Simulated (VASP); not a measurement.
Here is a VASP 6.6.1 calculation.

Contents of INCAR:

```
SYSTEM = BiTe
PREC = Accurate
ENCUT = 520
EDIFF = 1E-6
ISMEAR = 0
SIGMA = 0.15
LREAL = .FALSE.
LASPH = .TRUE.
NELM = 80
ALGO = Normal
ISIF = 2
LWAVE = .FALSE.
LCHARG = .FALSE.
GGA = PE
NBANDS = 18
```

File KPOINTS:

```
Automatic mesh
0
G
  12 12 12
  0 0 0
```

File POSCAR:

```
BiTe
1.0
    0.0000000000      3.2511939987      3.0993632390
    3.2511939987      0.0000000000      3.0993632390
    3.2511939987      3.2511939987      0.0000000000
Bi Te
1 1
Direct
    0.0000000000      0.0000000000      0.0000000000
    0.5000000000      0.5000000000      0.5000000000
```

Potentials or basis: VASP PAW PBE potentials, release 64 (Bi_d, Te).

Launch:

```console
$ cat potpaw_PBE.64/Bi_d/POTCAR potpaw_PBE.64/Te/POTCAR > POTCAR
$ mpirun -np 1 vasp_std > vasp.out
```

(1) Estimate the band gap on the k mesh.

(2) Predict the pressure.

## Answers

(1) zero (an odd number of electrons rules out a gap without spin polarisation).

(2) 2.7 GPa.

Caveat: the stress differs along the axes, from 1 to 6 GPa; spin-orbit coupling is left out, which moves the levels of the heavy elements.
